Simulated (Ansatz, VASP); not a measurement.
# One calculation of InAs, two programs

Contents of POSCAR:

```
InAs
1.0
    0.0000000000      3.0407471684      3.0407471684
    3.0407471684      0.0000000000      3.0407471684
    3.0407471684      3.0407471684      0.0000000000
In As
1 1
Direct
    0.0000000000      0.0000000000      0.0000000000
    0.7500000000      0.7500000000      0.7500000000
```

The input INCAR.step1:

```
SYSTEM = InAs
PREC     = Accurate       ! precision mode
ENCUT    = 520            ! plane-wave cutoff, eV
ISMEAR   = 0              ! smearing method
SIGMA    = 0.05           ! smearing width, eV
LREAL    = .FALSE.        ! projectors in reciprocal space
LASPH    = .TRUE.         ! aspherical terms in the spheres
NELM     = 100            ! most SCF steps
NBANDS   = 16             ! bands
GGA      = PE             ! functional
ALGO     = Normal         ! electronic algorithm
EDIFF    = 1E-4           ! SCF threshold, eV
LWAVE    = .TRUE.         ! write WAVECAR
LCHARG   = .FALSE.        ! write CHGCAR
```

The input INCAR.step2:

```
SYSTEM = InAs
PREC     = Accurate       ! precision mode
ENCUT    = 520            ! plane-wave cutoff, eV
EDIFF    = 1E-7           ! SCF threshold, eV
ISMEAR   = 0              ! smearing method
SIGMA    = 0.05           ! smearing width, eV
LREAL    = .FALSE.        ! projectors in reciprocal space
LASPH    = .TRUE.         ! aspherical terms in the spheres
NELM     = 100            ! most SCF steps
ALGO     = Normal         ! electronic algorithm
ISIF     = 2              ! what is computed and relaxed
LWAVE    = .FALSE.        ! write WAVECAR
LCHARG   = .FALSE.        ! write CHGCAR
METAGGA  = R2SCAN         ! meta-GGA
LMIXTAU  = .TRUE.       
LUSE_VDW = .TRUE.       
IVDW_NL  = 2            
BPARAM   = 11.95        
CPARAM   = 0.0093       
NBANDS   = 16             ! bands
ISTART   = 1
```

Contents of KPOINTS:

```
Automatic mesh
0
G
  6 6 6
  0 0 0
```

Input for Ansatz:

```yaml
crystal:
  lattice:
    - [0.0, 3.0407471684, 3.0407471684]
    - [3.0407471684, 0.0, 3.0407471684]
    - [3.0407471684, 3.0407471684, 0.0]
  atoms:
    - { symbol: In, position: [0.0, 0.0, 0.0] }
    - { symbol: As, position: [0.75, 0.75, 0.75] }
basis:
  ecutwfc: 500
  ecutrho_ratio: 4
kpoints:
  mp_grid: { grid: [6, 6, 6] }
hamiltonian:
  xc: r2scan
  dispersion: rvv10
scf:
  occupations: { method: gaussian, width: 0.05 }
output:
  forces: true
  stress: true
  eigenvalues: true
```

Alike in both runs: task single point; functional r2SCAN; dispersion rVV10; k mesh 6 × 6 × 6; occupations gaussian, width 0.05 eV; no spin polarisation.

```csv
,VASP,Ansatz
version,VASP 6.6.1,Ansatz 0.2.0
potentials or method,"VASP PAW PBE potentials, release 64 (In_d, As), cutoff 520 eV","scalar-relativistic, plane waves, PAW"
valence electrons in the cell,18,28
```

```csv
,VASP,Ansatz,Ansatz less VASP
gap on the k mesh at the Fermi level (eV),0.13,0.13,0.000
least direct gap on the mesh (eV),0.13,0.13,0.000
pressure (GPa),0.1,0.0,-0.13
```

VASP's potentials were made for PBE, not for r2SCAN. VASP's potentials hold 18 valence electrons a cell and Ansatz's 28, so a difference there can come from the potentials and not from the codes.
